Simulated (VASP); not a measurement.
Input of a VASP 6.6.1 run:

POSCAR

```
In3Sb
1.0
    4.8369620000      0.0000000000      0.0000000000
    0.0000000000      4.8369620000      0.0000000000
    0.0000000000      0.0000000000      4.8369620000
In Sb
3 1
Direct
    0.5000000000      0.5000000000      0.0000000000
    0.5000000000      0.0000000000      0.5000000000
    0.0000000000      0.5000000000      0.5000000000
    0.0000000000      0.0000000000      0.0000000000
```

Contents of INCAR.step1:

```
SYSTEM = In3Sb
PREC = Accurate
ENCUT = 520
ISMEAR = 0
SIGMA = 0.1
LREAL = .FALSE.
LASPH = .TRUE.
NELM = 80
NBANDS = 30
GGA = PE
ALGO = Normal
EDIFF = 1E-4
LWAVE = .TRUE.
LCHARG = .FALSE.
```

INCAR.step2

```
SYSTEM = In3Sb
PREC = Accurate
ENCUT = 520
EDIFF = 1E-7
ISMEAR = 0
SIGMA = 0.1
LREAL = .FALSE.
LASPH = .TRUE.
NELM = 80
ALGO = Normal
ISIF = 2
LWAVE = .FALSE.
LCHARG = .TRUE.
METAGGA = R2SCAN
LMIXTAU = .TRUE.
LELF = .TRUE.
LVHAR = .TRUE.
NBANDS = 30
ISTART = 1
```

File KPOINTS:

```
regular mesh
0
G
  10 10 10
  0 0 0
```

Potentials or basis: VASP PAW PBE potentials, release 64 (In_d, Sb).

Run with:

```console
$ cat potpaw_PBE.64/In_d/POTCAR potpaw_PBE.64/Sb/POTCAR > POTCAR
$ cp INCAR.step1 INCAR
$ mpirun -np 1 vasp_std > vasp.out
$ cp INCAR.step2 INCAR
$ mpirun -np 1 vasp_std > vasp.out
```

Predict the pressure.

-1.2 GPa.

Estimate the band gap on the k mesh.

zero (bands 22 and 23 overlap by 3.73 eV).

Caveat: the PAW data sets were made with another functional, which shifts forces and pressure a little; spin-orbit coupling is left out, which moves the levels of the heavy elements.
